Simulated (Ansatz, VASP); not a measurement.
## Two plane-wave programs on Co

```xyz
2
Lattice="-2.8876 2.5131 1.2194 2.5131 -2.8876 1.2194 2.1097 2.1097 -1.9054" Properties=species:S:1:pos:R:3 pbc="T T T"
Co   -0.7167    4.5616   -0.6860
Co   -0.5438    2.2790    0.2667
```

Alike in both runs: task single point; functional revPBE; k mesh 21 × 21 × 14; occupations fermi-dirac, width 0.1 eV; no spin polarisation.

|  | VASP | Ansatz |
| --- | --- | --- |
| version | VASP 6.6.1 | Ansatz 0.2.0 |
| potentials or method | VASP PAW PBE potentials, release 64 (Co), cutoff 520 eV | plane waves (420 eV) with PAW, scalar-relativistic |
| valence electrons in the cell | 18 | 34 |

Ansatz gave:

| Item | Value |
| --- | --- |
| pressure (GPa) | -13.7 |
| traceless stress, the component that is largest in VASP (GPa) | 1.16 |

**Question.** Which values does VASP return?

**Answer.** Pressure (GPa): -13.9; traceless stress, the component that is largest in VASP (GPa): 1.02.

VASP's potentials were made for PBE, not for revPBE. With one functional, cell and mesh, what is left measures potentials, basis and numerics. VASP's potentials hold 18 valence electrons a cell and Ansatz's 34, so a difference there can come from the potentials and not from the codes.
